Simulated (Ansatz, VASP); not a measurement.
## SiSe: VASP beside Ansatz

The input INCAR:

```
SYSTEM = SiSe
PREC = Accurate ; ENCUT = 500
EDIFF = 1E-6 ; ISMEAR = -1
SIGMA = 0.05 ; LREAL = .False.
LASPH = .True. ; NELM = 120
ALGO = Normal ; ISIF = 2
LWAVE = .False. ; LCHARG = .False.
GGA = PE ; NBANDS = 12
GGA_COMPAT = .False.
```

KPOINTS

```
Automatic mesh
0
Gamma
  7 7 6
  0 0 0
```

The input POSCAR:

```
SiSe
1.0
    3.6311520000      0.0000000000      0.0000000000
   -1.8155760000      3.1446653000      0.0000000000
    0.0000000000      0.0000000000      3.5987300000
Si Se
1 1
Direct
    0.6666700000      0.3333300000      0.5000000000
    0.0000000000      0.0000000000      0.0000000000
```

The input input.yaml:

```yaml
crystal:
  lattice:
    - [3.631152, 0.0, 0.0]
    - [-1.815576, 3.1446653, 0.0]
    - [0.0, 0.0, 3.59873]
  atoms:
    - { symbol: Si, position: [0.66667, 0.33333, 0.5] }
    - { symbol: Se, position: [0.0, 0.0, 0.0] }
hamiltonian:
  xc: pbe
  pseudopotentials: { kind: paw }
kpoints:
  mp_grid: { grid: [7, 7, 6] }
scf:
  occupations: { method: fermi_dirac, width: 0.05 }
output:
  forces: true
  stress: true
  eigenvalues: true
```

Alike in both runs: task single point; functional PBE; k mesh 7 × 7 × 6; occupations fermi-dirac, width 0.05 eV; no spin polarisation.

|  | VASP | Ansatz |
| --- | --- | --- |
| version | VASP 6.6.1 | Ansatz 0.2.0 |
| potentials or method | VASP PAW PBE potentials, release 64 (Si, Se) | Ansatz PAW |
| plane-wave cutoff (eV) | 500 | 420 |
| valence electrons in the cell | 10 | 20 |

|  | VASP | Ansatz | Ansatz less VASP |
| --- | --- | --- | --- |
| gap on the k mesh at the Fermi level (eV) | none | none | - |
| pressure (GPa) | -1.4 | -1.4 | -0.04 |
| traceless stress, the component that is largest in VASP (GPa) | 0.31 | 0.30 | -0.014 |

A gap of «none» marks a metal or a gap that the smearing closes. VASP's potentials hold 10 valence electrons a cell and Ansatz's 20, so a difference there can come from the potentials and not from the codes.
